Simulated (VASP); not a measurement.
Input of a VASP 6.6.1 run:

The input INCAR:

```
SYSTEM = HfB2
  ALGO = Normal
  EDIFF = 1E-7
  ENCUT = 520
  GGA = PE
  ISIF = 2
  ISMEAR = 0
  LASPH = .TRUE.
  LCHARG = .FALSE.
  LREAL = .FALSE.
  LWAVE = .FALSE.
  NBANDS = 15
  NELM = 100
  PREC = Accurate
  SIGMA = 0.1
```

Contents of KPOINTS:

```
k-points
0
G
  9 9 8
  0 0 0
```

File POSCAR:

```
HfB2
1.0
    3.1326790839      0.0000000000      0.0000000000
   -1.5663395419      2.7129796685      0.0000000000
    0.0000000000      0.0000000000      3.4792139900
Hf B
1 2
Direct
    0.0000000000      0.0000000000      0.0000000000
    0.3333333300      0.6666666700      0.5000000000
    0.6666666700      0.3333333300      0.5000000000
```

Potentials or basis: VASP PAW PBE potentials, release 64 (Hf_pv, B).

The run is started by

```sh
$ cat potpaw_PBE.64/Hf_pv/POTCAR potpaw_PBE.64/B/POTCAR > POTCAR
$ mpirun -np 1 vasp_std > vasp.out
```

**Question.** Predict the pressure.

**Answer.** 2.4 GPa.

**Question.** What does it give for the band gap on the k mesh?

**Answer.** Zero (band 8 reaches 8.32 eV, above the bottom of band 9 at 7.61 eV).

Stress tensor (GPa, compression positive):
```
2.63 0.00 0.00
0.00 2.63 0.00
0.00 0.00 1.82
```

Caveat: spin-orbit coupling is left out, which moves the levels of the heavy elements.
